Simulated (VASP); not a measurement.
# Al in VASP: notebook, part 2 of 2

VASP 6.6.1. Earlier steps stand in the parts before.

### Step 4. Single point, PBE+D3(BJ)

INCAR

```
  ALGO = Normal
  EDIFF = 1E-7
  ENCUT = 520
  GGA = PE
  ISIF = 2
  ISMEAR = -1
  IVDW = 12
  LASPH = T
  LCHARG = F
  LREAL = Auto
  LWAVE = F
  NBANDS = 46
  NELM = 60
  PREC = Accurate
  SIGMA = 0.1
```

KPOINTS

```
k-points
0
Gamma
  3 3 1
```

POSCAR

```
Al
1.0
    5.7275650000      0.0000000000      0.0000000000
    0.0000000000      5.7275650000      0.0000000000
    0.0000000000      0.0000000000     21.1000000000
Al
20
Direct
    0.0000000000      0.0000000000      0.0473933649
    0.5000030554      0.0000000000      0.0473933649
    0.0000000000      0.5000030554      0.0473933649
    0.5000030554      0.5000030554      0.0473933649
    0.2568456229      0.2862123782      0.1435450237
    0.7552773299      0.2984514362      0.1595876777
    0.2842743819      0.8126315459      0.1456587678
    0.7561852201      0.8062588552      0.1536303318
    0.0340633411      0.0547003831      0.2455687204
    0.4939446344      0.0228369298      0.2461469194
    0.0819545479      0.5741532396      0.2525876777
    0.5566239755      0.5645330957      0.2360236967
    0.2730479706      0.3206598266      0.3331374408
    0.7521171737      0.3504630676      0.3379052133
    0.2690672214      0.8171709967      0.3533838863
    0.7457619425      0.8239801731      0.3407345972
    0.0610381550      0.0899684246      0.4319004739
    0.5503735008      0.0940539304      0.4257914692
    0.0600255082      0.5161879437      0.4492985782
    0.5078074190      0.6107481975      0.4462180095
```

Potentials or basis: VASP PAW PBE potentials, release 64 (Al).

Run with:

```console
> cat potpaw_PBE.64/Al/POTCAR > POTCAR
> mpirun -np 1 vasp_std > vasp.out
```

OUTCAR:

```text
EDIFF = 1E-7
   ENCUT = 520
   GGA = PE
   ISIF = 2
   ISMEAR = -1
   IVDW = 12
   LASPH = T
   LREAL = Auto
   NELM = 60
   PREC = Accurate
 IVDW          = 12

 ion  position               nearest neighbor table
   1  0.000  0.000  0.047-   7 2.85   3 2.86   2 2.86   3 2.86   2 2.86   8 2.86   5 2.99   6 3.24

   2  0.500  0.000  0.047-   7 2.64   4 2.86   1 2.86   4 2.86   1 2.86   8 2.90   5 2.96   6 3.27

   3  0.000  0.500  0.047-   5 2.79   4 2.86   1 2.86   4 2.86   1 2.86   6 2.98   8 3.17   7 3.19
[... 16 lines left out ...]
                            12 3.03  16 3.04   8 3.10   6 3.14
  12  0.557  0.565  0.236-   6 2.49   8 2.50  10 2.66  14 2.72  11 2.74   7 2.84  16 2.87  13 2.96
                            11 3.03   5 3.05  10 3.13  15 3.31
  13  0.273  0.321  0.333-  11 2.49  17 2.75  14 2.75   9 2.76  10 2.81  18 2.83  15 2.88  15 2.92
                            19 2.96  12 2.96  14 2.99  20 3.20
  14  0.752  0.350  0.338-  18 2.63  16 2.71  12 2.72  13 2.75  11 2.91  13 2.99  16 3.02   9 3.05
                            17 3.05  20 3.07  10 3.08  19 3.09
  15  0.269  0.817  0.353-  17 2.57  20 2.67  18 2.73  16 2.74  11 2.76  10 2.86  13 2.88  13 2.92
                            19 2.92   9 2.97  16 3.01  12 3.31
  16  0.746  0.824  0.341-  18 2.62  14 2.71  10 2.71  15 2.74  12 2.87  20 2.88   9 2.92  15 3.01
                            14 3.02  11 3.04  17 3.05
  17  0.061  0.090  0.432-  19 2.47  15 2.57  13 2.75  18 2.81  18 2.93  16 3.05  14 3.05  19 3.31

  18  0.550  0.094  0.426-  16 2.62  14 2.63  15 2.73  17 2.81  20 2.81  13 2.83  17 2.93  20 3.00

  19  0.060  0.516  0.449-  17 2.47  20 2.62  15 2.92  13 2.96  14 3.09  20 3.21  17 3.31
  20  0.508  0.611  0.446-  19 2.62  15 2.67  18 2.81  16 2.88  18 3.00  14 3.07  13 3.20  19 3.21

  LATTYP: Found a simple tetragonal cell.
 ALAT       =     5.7275650000
 C/A-ratio  =     3.6839389863

  Lattice vectors:

 A1 = (   5.7275650000,   0.0000000000,   0.0000000000)
 A2 = (   0.0000000000,   5.7275650000,   0.0000000000)
 A3 = (   0.0000000000,   0.0000000000,  21.1000000000)

Analysis of symmetry for initial positions (statically):
[... 168 lines left out ...]
   AEXX    =    0.0000 exact exchange contribution
   IVDW    =    12    specifies the selected vdW correction
   LEPSILON=     F    determine dielectric tensor
   LRPA    =     F    only Hartree local field effects (RPA)
 non-spin polarized calculation
  energy-cutoff  :      520.00
  volume of cell :      692.19
 maximum number of plane-waves:     18687
 NGX is ok and might be reduce to    42
   NGX = 21   NGY = 21   NGZ = 79

 number of electron      60.0000000 magnetization

 Free energy of the ion-electron system (eV)
  ---------------------------------------------------
  ext. energy  EPLUGINS =         0.00000000
  ---------------------------------------------------
  free energy    TOTEN  =       -69.53196738 eV

  energy without entropy =      -69.16689338  energy(sigma->0) =      -69.34943038

 E-fermi :   1.6310     XC(G=0):  -5.8325

 val. band max:        1.6271856608   @ k =   0.3333   0.0000   0.0000
 cond. band min:       1.6408355227   @ k =   0.0000   0.0000   0.0000
 fundamental gap:      0.0136498619
 Fermi energy:         1.6310008681

 k-point     1 :       0.0000    0.0000    0.0000
  band No.  band energies     occupation
      1      -9.0494      2.00000
      2      -8.0087      2.00000
      3      -6.6224      2.00000
      4      -4.9654      2.00000
      5      -4.7946      2.00000
      6      -4.7179      2.00000
[... 214 lines left out ...]
     41       3.8557      0.00000
     42       4.2331      0.00000
 [bands above 42 left out]

------------------------ aborting loop because EDIFF is reached ----------------------------------------

 Edisp (eV)   -5.11345

 E8    (eV) :    -2.3572

  FORCE on cell =-STRESS in cart. coord.  units (eV):
  Direction    XX          YY          ZZ          XY          YZ          ZX
  --------------------------------------------------------------------------------------
  -------------------------------------------------------------------------------------
  Total      -8.08891    -4.09116    -2.53832    -1.39363    -1.75541    -1.74808
  in kB     -18.72311    -9.46967    -5.87535    -3.22579    -4.06318    -4.04622
  external pressure =      -11.36 kB  Pullay stress =        0.00 kB

 VOLUME and BASIS-vectors are now :
 -----------------------------------------------------------------------------
  energy-cutoff  :      520.00
  volume of cell :      692.19
      direct lattice vectors                 reciprocal lattice vectors
     5.727565000  0.000000000  0.000000000     0.174594265  0.000000000  0.000000000
     0.000000000  5.727565000  0.000000000     0.000000000  0.174594265  0.000000000
     0.000000000  0.000000000 21.100000000     0.000000000  0.000000000  0.047393365

 POSITION                                       TOTAL-FORCE (eV/Angst)
 -----------------------------------------------------------------------------------
      0.00000      0.00000      1.00000        -0.131001      0.189236      0.419767
      2.86380      0.00000      1.00000         0.347578      0.182749      0.078816
      0.00000      2.86380      1.00000        -0.181856      0.038391      0.477793
      2.86380      2.86380      1.00000         0.199449      0.227251      0.371230
      1.47110      1.63930      3.02880        -0.217441      0.260372      0.192491
      4.32590      1.70940      3.36730         0.731176     -0.435133     -1.082970
[... 12 lines left out ...]
      0.34380      2.95650      9.48020        -0.770588      1.014709     -0.398075
      2.90850      3.49810      9.41520         0.966839     -0.313632     -0.223988
 -----------------------------------------------------------------------------------
    total drift:                                0.005299     -0.007032     -0.012950

  FREE ENERGIE OF THE ION-ELECTRON SYSTEM (eV)
  ---------------------------------------------------
  free  energy   TOTEN  =       -74.6454155492 eV

  energy  without entropy=      -74.2803415438  energy(sigma->0) =      -74.46287855
```

OSZICAR:

```text
N       E                     dE             d eps       ncg     rms          rms(c)
DAV:   1     0.163013801885E+03    0.16301E+03   -0.18839E+04   460   0.960E+02
DAV:   2    -0.590832102207E+02   -0.22210E+03   -0.21107E+03   582   0.153E+02
DAV:   3    -0.722754869466E+02   -0.13192E+02   -0.12632E+02   616   0.341E+01
[... 16 lines left out ...]
DAV:  20    -0.695319473208E+02   -0.60500E-04   -0.25555E-06   514   0.430E-03    0.166E-03
DAV:  21    -0.695319635537E+02   -0.16233E-04   -0.64861E-07   456   0.208E-03    0.682E-04
DAV:  22    -0.695319667785E+02   -0.32247E-05   -0.13533E-07   424   0.977E-04    0.213E-04
DAV:  23    -0.695319672874E+02   -0.50894E-06   -0.23775E-08   392   0.477E-04    0.112E-04
DAV:  24    -0.695319673821E+02   -0.94695E-07   -0.83504E-09   348   0.315E-04
   1 F= -.74645416E+02 E0= -.74462879E+02  d E =-.365074E+00
```

Wall time 6.2 min (1 thread of Intel Xeon Platinum 8375C at 2.90GHz (Ice Lake), shared host); peak memory 0.69 GiB.

What came out:

- Free energy: -74.6454 eV
- Largest force: 1.479 eV/Å
- Band gap on the k mesh: zero (band 30 reaches 1.69 eV, above the bottom of band 31 at 1.39 eV)
- Dispersion energy per atom: -0.256 eV

Forces in eV/Å, atoms in the order of the input:
```
Al  -0.131  0.189  0.420
Al   0.348  0.183  0.079
Al  -0.182  0.038  0.478
Al   0.199  0.227  0.371
Al  -0.217  0.260  0.192
Al   0.731 -0.435 -1.083
Al  -0.808 -0.799 -0.045
Al   1.033  0.178 -1.011
Al  -0.643  0.108  0.098
Al   0.515  0.611  0.143
Al  -0.939  0.375 -1.052
Al  -0.759 -0.267  1.241
Al   0.232 -0.181  0.868
Al   0.705 -0.205 -0.022
Al  -0.371 -0.315 -0.750
Al   0.904 -0.159 -0.081
Al  -0.686 -0.826  0.024
Al  -0.129  0.316  0.753
Al  -0.771  1.015 -0.398
Al   0.967 -0.314 -0.224
```

Caveat: the k points lie up to 0.37 Å⁻¹ apart.
